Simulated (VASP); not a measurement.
# I (Fd-3m) in VASP: notebook

The runs below take I through single point, relaxation of cell and atoms, with PBEsol.

All numbers are computed with VASP 6.6.1; they aren't measurements. Logs are shortened: lines on timing, memory, paths and dates and some standing lists are left out, and cuts for length are marked.

### 1 The cell of the first run

Symmetry: Fd-3m, No. 227, cubic system. The conventional cell has a = 7.657 Å, b = 7.657 Å, c = 7.657 Å, α = 90.00°, β = 90.00°, γ = 90.00°. Within 4.4 Å of I (site symmetry -43m) lie 4 I at 3.32 Å.

### 2 Single point, PBEsol

Contents of INCAR:

```
  PREC = Accurate
  ENCUT = 500
  EDIFF = 1E-6
  ISMEAR = -1
  SIGMA = 0.05
  LREAL = False
  LASPH = True
  NELM = 120
  ALGO = Normal
  ISIF = 2
  LWAVE = False
  LCHARG = True
  GGA = PS
  LELF = True
  LVHAR = True
  NBANDS = 14
  GGA_COMPAT = False
```

Contents of KPOINTS:

```
regular mesh
0
Gamma
  6 6 6
```

Contents of POSCAR:

```
I
1.0
    0.0000000000      3.8284200207      3.8284200207
    3.8284200207      0.0000000000      3.8284200207
    3.8284200207      3.8284200207      0.0000000000
I
2
Direct
    1.0000000000      1.0000000000      1.0000000000
    0.2500000000      0.2500000000      0.2500000000
```

Potentials or basis: VASP PAW PBE potentials, release 64 (I).

Started as:

```
> cat potpaw_PBE.64/I/POTCAR > POTCAR
> mpirun -np 1 vasp_std > vasp.out
```

OUTCAR:

```text
PREC = Accurate
   ENCUT = 500
   EDIFF = 1E-6
   ISMEAR = -1
   LREAL = False
   LASPH = True
   NELM = 120
   ISIF = 2
   GGA = PS

 ion  position               nearest neighbor table
   1  0.000  0.000  0.000-   2 3.32   2 3.32   2 3.32   2 3.32
   2  0.250  0.250  0.250-   1 3.32   1 3.32   1 3.32   1 3.32

  LATTYP: Found a face centered cubic cell.
 ALAT       =     7.6568400414

  Lattice vectors:

 A1 = (   0.0000000000,   3.8284200207,   3.8284200207)
 A2 = (   3.8284200207,   0.0000000000,   3.8284200207)
 A3 = (   3.8284200207,   3.8284200207,   0.0000000000)

Analysis of symmetry for initial positions (statically):
=====================================================================
 Subroutine PRICEL returns:
 Original cell was already a primitive cell.

 Routine SETGRP: Setting up the symmetry group for a
 face centered cubic supercell.

 Subroutine GETGRP returns: Found 48 space group operations
 (whereof 24 operations were pure point group operations)
 out of a pool of 48 trial point group operations.

The static configuration has the point symmetry T_d .
 The point group associated with its full space group is O_h .

Analysis of symmetry for dynamics (positions and initial velocities):
=====================================================================
 Subroutine PRICEL returns:
 Original cell was already a primitive cell.

 Routine SETGRP: Setting up the symmetry group for a
 face centered cubic supercell.

 Subroutine GETGRP returns: Found 48 space group operations
 (whereof 24 operations were pure point group operations)
 out of a pool of 48 trial point group operations.

The dynamic configuration has the point symmetry T_d .
 The point group associated with its full space group is O_h .

 Subroutine INISYM returns: Found 48 space group operations
 (whereof 24 operations are pure point group operations),
 and found     1 'primitive' translations

----------------------------------------------------------------------------------------

                                     Primitive cell

  volume of cell :     112.2248

  direct lattice vectors                    reciprocal lattice vectors
     0.000000000  3.828420021  3.828420021    -0.130602180  0.130602180  0.130602180
     3.828420021  0.000000000  3.828420021     0.130602180 -0.130602180  0.130602180
     3.828420021  3.828420021  0.000000000     0.130602180  0.130602180 -0.130602180

  length of vectors
     5.414203516  5.414203516  5.414203516     0.226209611  0.226209611  0.226209611

  position of ions in fractional coordinates (direct lattice)
     0.000000000  0.000000000  0.000000000
     0.250000000  0.250000000  0.250000000

  ion indices of the primitive-cell ions
   primitive index   ion index
                 1           1
                 2           2

----------------------------------------------------------------------------------------

 KPOINTS: regular mesh

Automatic generation of k-mesh.
 Grid dimensions read from file:
 generate k-points for:    6    6    6

 Generating k-lattice:

  Cartesian coordinates                     Fractional coordinates (reciprocal lattice)
    -0.021767030  0.021767030  0.021767030     0.166666667  0.000000000  0.000000000
     0.021767030 -0.021767030  0.021767030     0.000000000  0.166666667  0.000000000
     0.021767030  0.021767030 -0.021767030     0.000000000  0.000000000  0.166666667

  Length of vectors
     0.037701602  0.037701602  0.037701602

  Shift w.r.t. Gamma in fractional coordinates (k-lattice)
     0.000000000  0.000000000  0.000000000

 Subroutine IBZKPT returns following result:
 ===========================================

 Found     16 irreducible k-points:

 Following reciprocal coordinates:
            Coordinates               Weight
  0.000000  0.000000  0.000000      1.000000
  0.166667  0.000000  0.000000      8.000000
  0.333333  0.000000  0.000000      8.000000
  0.500000  0.000000  0.000000      4.000000
  0.166667  0.166667  0.000000      6.000000
  0.333333  0.166667  0.000000     24.000000
[... 8 lines left out ...]
 -0.333333  0.333333  0.166667     24.000000
 -0.333333  0.500000  0.166667     12.000000
   k-points           NKPTS =     16   k-points in BZ     NKDIM =     16   number of bands    NBANDS=     14
   number of dos      NEDOS =    301   number of ions     NIONS =      2
   total plane-waves  NPLWV =  64000
   dimension x,y,z NGX =    40 NGY =   40 NGZ =   40
   dimension x,y,z NGXF=    80 NGYF=   80 NGZF=   80
   ions per type =               2
   NGX,Y,Z   is equivalent  to a cutoff of  12.28, 12.28, 12.28 a.u.
   NGXF,Y,Z  is equivalent  to a cutoff of  24.56, 24.56, 24.56 a.u.
 SYSTEM =  unknown system
   PREC   = accura    normal or accurate (medium, high low for compatibility)
   ISTART =      0    job   : 0-new  1-cont  2-samecut
   ICHARG =      2    charge: 1-file 2-atom 10-const
   ISPIN  =      1    spin polarized calculation?
   LNONCOLLINEAR =      F non collinear calculations
   LSORBIT =      F    spin-orbit coupling
   LASPH  =      T    aspherical Exc in radial PAW
   ENCUT  =  500.0 eV  36.75 Ry    6.06 a.u.   9.87  9.87  9.87*2*pi/ulx,y,z
   NELM   =    120;   NELMIN=  2; NELMDL= -5     # of ELM steps
   EDIFF  = 0.1E-05   stopping-criterion for ELM
   LREAL  =      F    real-space projection
   EDIFFG = 0.1E-04   stopping-criterion for IOM
   NSW    =      0    number of steps for IOM
   IBRION =     -1    ionic relax: 0-MD 1-quasi-New 2-CG
   NFREE  =      0    steps in history (QN), initial steepest desc. (CG)
   ISIF   =      2    stress and relaxation
   ISYM   =      2    0-nonsym 1-usesym 2-fastsym
   POTIM  = 0.5000    time-step for ionic-motion
   TEBEG  =    0.0;   TEEND  =   0.0 temperature during run
   PSTRESS=    0.0 pullay stress
   NELECT =      14.0000    total number of electrons
   NUPDOWN=      -1.0000    fix difference up-down
   EMIN   =  10.00;   EMAX   =-10.00  energy-range for DOS
   EFERMI =   0.00;   METHOD = LEGACY
   ISMEAR =    -1;   SIGMA  =   0.05  broadening in eV -4-tet -1-fermi 0-gaus
   EFERMI_NEDOS =   21; number of points for ismear=-14 and -15
   IALGO  =     38    algorithm
   IMIX   =      4    mixing-type and parameters
     AMIX     =   0.40;   BMIX     =  1.00
     AMIX_MAG =   1.60;   BMIX_MAG =  1.00
  volume/ion in A,a.u.               =      56.11       378.67
  Fermi-wavevector in a.u.,A,eV,Ry     =   0.818002  1.545800  9.104039  0.669128
  Thomas-Fermi vector in A             =   1.928551
   LORBIT       =      0    0 simple, 1 ext, 2 COOP (PROOUT), +10 PAW based schemes
   GGA     = PS    functional components
   LHFCALC =     F    Hartree Fock is set to
   AEXX    =    0.0000 exact exchange contribution
   IVDW    =     0    specifies the selected vdW correction
   LEPSILON=     F    determine dielectric tensor
   LRPA    =     F    only Hartree local field effects (RPA)
 non-spin polarized calculation
  energy-cutoff  :      500.00
  volume of cell :      112.22
 maximum number of plane-waves:      2884
   NGX = 19   NGY = 19   NGZ = 19

 number of electron      14.0000000 magnetization

 Free energy of the ion-electron system (eV)
  ---------------------------------------------------
  ext. energy  EPLUGINS =         0.00000000
  ---------------------------------------------------
  free energy    TOTEN  =        -2.32696475 eV

  energy without entropy =       -2.28887510  energy(sigma->0) =       -2.30791993

 E-fermi :   0.8626     XC(G=0):  -6.7877

 val. band max:        0.8134775532   @ k =   0.5000   0.3333   0.1667
 cond. band min:       0.8629213116   @ k =  -0.3333   0.3333   0.0000
 fundamental gap:      0.0494437584
 Fermi energy:         0.8626030381

 k-point     1 :       0.0000    0.0000    0.0000
  band No.  band energies     occupation
      1     -12.3949      2.00000
      2     -10.2162      2.00000
      3      -1.9824      2.00000
      4      -1.9824      2.00000
      5      -1.9824      2.00000
      6      -0.1170      2.00000
      7      -0.1170      2.00000
      8      -0.1170      2.00000
      9       5.1391      0.00000
     10       7.5717      0.00000
     11       7.5717      0.00000
     12       8.9983      0.00000
     13       8.9983      0.00000
     14       8.9983      0.00000

 k-point     2 :       0.1667    0.0000    0.0000
  band No.  band energies     occupation
      1     -12.3075      2.00000
      2     -10.3561      2.00000
      3      -2.0961      2.00000
      4      -2.0961      2.00000
      5      -2.0623      2.00000
      6       0.0412      2.00000
      7       0.0529      2.00000
      8       0.0529      2.00000
      9       5.6134      0.00000
     10       7.3070      0.00000
     11       7.3070      0.00000
     12       8.7316      0.00000
     13       9.7791      0.00000
     14       9.7791      0.00000

 k-point     3 :       0.3333    0.0000    0.0000
  band No.  band energies     occupation
      1     -12.0876      2.00000
      2     -10.6771      2.00000
      3      -2.2812      2.00000
      4      -2.2812      2.00000
      5      -2.2461      2.00000
      6       0.3459      1.99993
      7       0.3459      1.99993
      8       0.4839      1.99897
      9       6.4373      0.00000
     10       7.3207      0.00000
     11       7.3207      0.00000
     12       8.1328      0.00000
     13       9.5478      0.00000
     14       9.7486      0.00000

 k-point     4 :       0.5000    0.0000    0.0000
  band No.  band energies     occupation
      1     -11.9331      2.00000
      2     -10.8806      2.00000
      3      -2.3598      2.00000
      4      -2.3598      2.00000
      5      -2.3410      2.00000
      6       0.4755      1.99913
      7       0.4755      1.99913
      8       0.7682      1.73689
      9       6.9659      0.00000
     10       7.1248      0.00000
     11       7.6530      0.00000
     12       7.6530      0.00000
     13       8.8856      0.00000
     14       8.8856      0.00000

 k-point     5 :       0.1667    0.1667    0.0000
  band No.  band energies     occupation
      1     -12.2760      2.00000
      2     -10.4045      2.00000
      3      -2.2418      2.00000
      4      -2.2418      2.00000
      5      -1.7907      2.00000
      6      -0.3149      2.00000
      7       0.2751      1.99998
      8       0.2751      1.99998
      9       5.7920      0.00000
     10       6.7082      0.00000
     11       7.8236      0.00000
[... 140 lines left out ...]
 k-point    14 :       0.5000    0.3333    0.1667
  band No.  band energies     occupation
      1     -11.8722      2.00000
      2     -10.9546      2.00000
      3      -2.7817      2.00000
      4      -2.5460      2.00000
      5      -1.4428      2.00000
      6      -0.3344      2.00000
      7       0.8135      1.45521
      8       0.9919      0.14015
      9       6.4190      0.00000
     10       6.6048      0.00000
     11       8.0627      0.00000
     12       8.8137      0.00000
     13       9.7601      0.00000
     14       9.8875      0.00000

 k-point    15 :      -0.3333    0.3333    0.1667
  band No.  band energies     occupation
      1     -11.6913      2.00000
      2     -11.1662      2.00000
      3      -2.8904      2.00000
      4      -2.6326      2.00000
      5      -1.3034      2.00000
      6      -0.3043      2.00000
      7       0.9097      0.56121
      8       1.1098      0.01414
      9       6.2586      0.00000
     10       6.6202      0.00000
     11       7.9947      0.00000
     12       9.0180      0.00000
     13       9.5415      0.00000
     14      10.7366      0.00000

 k-point    16 :      -0.3333    0.5000    0.1667
  band No.  band energies     occupation
      1     -11.4361      2.00000
      2     -11.4361      2.00000
      3      -2.8105      2.00000
      4      -2.8105      2.00000
      5      -0.8478      2.00000
      6      -0.8478      2.00000
      7       1.1506      0.00628
      8       1.1506      0.00628
      9       6.3340      0.00000
     10       6.3340      0.00000
     11       8.7009      0.00000
     12       8.7009      0.00000
     13      10.5543      0.00000
     14      10.5580      0.00000

------------------------ aborting loop because EDIFF is reached ----------------------------------------

  FORCE on cell =-STRESS in cart. coord.  units (eV):
  Direction    XX          YY          ZZ          XY          YZ          ZX
  --------------------------------------------------------------------------------------
  -------------------------------------------------------------------------------------
  Total        0.0021671      0.0021671      0.0021671     -0.0000000     -0.0000000     -0.0000000
  in kB        0.0309386      0.0309386      0.0309386     -0.0000000     -0.0000000     -0.0000000
  external PRESSURE =       0.0309386 kB  Pullay stress =       0.0000000 kB

 VOLUME and BASIS-vectors are now :
 -----------------------------------------------------------------------------
  energy-cutoff  :      500.00
  volume of cell :      112.22
      direct lattice vectors                 reciprocal lattice vectors
     0.000000000  3.828420021  3.828420021    -0.130602180  0.130602180  0.130602180
     3.828420021  0.000000000  3.828420021     0.130602180 -0.130602180  0.130602180
     3.828420021  3.828420021  0.000000000     0.130602180  0.130602180 -0.130602180

 POSITION                                       TOTAL-FORCE (eV/Angst)
 -----------------------------------------------------------------------------------
      0.00000      0.00000      0.00000         0.000000      0.000000      0.000000
      1.91421      1.91421      1.91421        -0.000000     -0.000000     -0.000000
 -----------------------------------------------------------------------------------
    total drift:                               -0.000000      0.000000      0.000000

  FREE ENERGIE OF THE ION-ELECTRON SYSTEM (eV)
  ---------------------------------------------------
  free  energy   TOTEN  =        -2.3269647492 eV

  energy  without entropy=       -2.2888751041  energy(sigma->0) =       -2.30791993
```

Wall time 28 s (1 thread of AMD EPYC 7R43 (Zen 3), shared host); peak memory 0.19 GiB.

What came out:

| Property | Result |
| --- | --- |
| Free energy | -2.3270 eV |
| Pressure | 0.0 GPa |
| Band gap on the k mesh | zero (bands 7 and 8 overlap by 1.38 eV) |

Levels at points of the mesh, in eV from the Fermi level:
```tsv
k point	band 5	band 6	band 7	band 8	band 9	band 10
(0.00, 0.00, 0.00)	-2.85	-0.98	-0.98	-0.98	4.28	6.71
(0.50, 0.00, 0.00)	-3.20	-0.39	-0.39	-0.09	6.10	6.26
(0.50, 0.50, 0.00)	-1.87	-1.87	0.40	0.40	5.54	5.54
```

Caveat: the PAW data sets were made with another functional, which shifts forces and pressure a little; spin-orbit coupling is left out, which moves the levels of the heavy elements.

### 3 Relaxation of cell and atoms, PBEsol

This run uses another cell than the first one, of 42.69 Å³/atom.

Contents of INCAR:

```
PREC = Accurate
ENCUT = 500
EDIFF = 1E-7
ISMEAR = -1
SIGMA = 0.05
LREAL = False
LASPH = True
NELM = 120
ALGO = Normal
ISIF = 3
LWAVE = False
LCHARG = False
GGA = PS
IBRION = 2
NSW = 80
EDIFFG = -0.03
GGA_COMPAT = False
NELMIN = 4
```

KPOINTS is that of step 2.

Contents of POSCAR:

```
I
1.0
    0.0000000000      3.4950000000      3.4950000000
    3.4950000000      0.0000000000      3.4950000000
    3.4950000000      3.4950000000      0.0000000000
I
2
Direct
    1.0000000000      1.0000000000      1.0000000000
    0.2500000000      0.2500000000      0.2500000000
```

Potentials or basis: VASP PAW PBE potentials, release 64 (I).

Started as:

```
> cat potpaw_PBE.64/I/POTCAR > POTCAR
> mpirun -np 1 vasp_std > vasp.out
```

Run time: 42 s. Hardware: 1 thread of AMD EPYC 7R43 (Zen 3), shared host; peak memory 0.17 GiB.

Results (log left out):

- Free energy: -2.3262 eV
- Relaxed volume: 55.80 Å³/atom
- Relaxed cell: a = 5.404 Å, b = 5.404 Å, c = 5.404 Å, α = 60.00°, β = 60.00°, γ = 60.00°
- Space group after relaxing (to 0.1 Å): Fd-3m (No. 227)
- Energy gained by relaxing: 235.0 meV/atom
- Ionic steps: 2
- Pressure after relaxing: 0.1 GPa
- Band gap on the k mesh: zero (bands 7 and 8 overlap by 1.40 eV)

The path:
```tsv
step	energy change (eV)	largest force (eV/Å)	pressure (GPa)	volume (Å³)
1	0.0000	0.0000	7.26	85.38
2	-0.4699	0.0000	0.08	111.61
```

Final structure:
```xyz
2
Lattice="0.0000 3.8214 3.8214 3.8214 0.0000 3.8214 3.8214 3.8214 0.0000" Properties=species:S:1:pos:R:3 pbc="T T T"
I     3.8214    0.0000    3.8214
I     1.9107    1.9107    1.9107
```

Levels at points of the mesh, in eV from the Fermi level:
| k point | band 4 | band 5 | band 6 | band 7 | band 8 | band 9 | band 10 | band 11 |
| --- | --- | --- | --- | --- | --- | --- | --- | --- |
| (0.00, 0.00, 0.00) | -2.87 | -2.87 | -0.99 | -0.99 | -0.99 | 4.27 | 6.70 | 6.70 |
| (0.50, 0.00, 0.00) | -3.25 | -3.23 | -0.39 | -0.39 | -0.09 | 6.09 | 6.26 | 6.78 |
| (0.50, 0.50, 0.00) | -3.65 | -1.88 | -1.88 | 0.41 | 0.41 | 5.53 | 5.53 | 8.05 |

Caveat: the volume moved by over 15 % at a fixed basis, so the end points are rough; the PAW data sets were made with another functional, which shifts forces and pressure a little; spin-orbit coupling is left out, which moves the levels of the heavy elements.
